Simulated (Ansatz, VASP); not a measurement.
Two plane-wave programs on CrO2

```
Cr O
1.0
     2.89440    0.00000    0.00000
    -1.44720    2.50663    0.00000
     0.00000    0.00000    5.08131
Cr O
1 2
Direct
  0.00000 0.00000 0.00000
  0.33333 0.66667 0.18629
  0.66667 0.33333 0.81371
```

Alike in both runs: task relaxation of cell and atoms; functional PBE; k mesh 18 × 18 × 8; occupations gaussian, width 0.1 eV; collinear spin.

|  | VASP | Ansatz |
| --- | --- | --- |
| version | VASP 6.6.1 | Ansatz 0.2.0 |
| potentials or method | VASP PAW PBE potentials, release 64 (Cr_pv, O), cutoff 600 eV | scalar-relativistic, plane waves, PAW |
| valence electrons in the cell | 24 | 26 |

Ansatz gave:

| Quantity | Value |
| --- | --- |
| gap on the k mesh at the Fermi level, each at its own relaxed structure (eV) | none |
| net moment per atom (μB) | 0.67 |
| size of the moment on the site where the two differ most (μB) | 1.74 |
| relaxed volume (Å³/atom) | 12.92 |
| relaxed cell length with the largest relative difference (Å) | 5.343 |

Question: What did VASP give for the same quantities?

Answer: gap on the k mesh at the Fermi level, each at its own relaxed structure (eV): none; net moment per atom (μB): 0.67; size of the moment on the site where the two differ most (μB): 2.08; relaxed volume (Å³/atom): 12.32; relaxed cell length with the largest relative difference (Å): 5.085.

Site moments also hang on the region over which each program counts them. A gap of «none» marks a metal or a gap that the smearing closes. One of these differences is far larger than is usual between the two programs; its cause wasn't traced. VASP's potentials hold 24 valence electrons a cell and Ansatz's 26, so a difference there can come from the potentials and not from the codes.
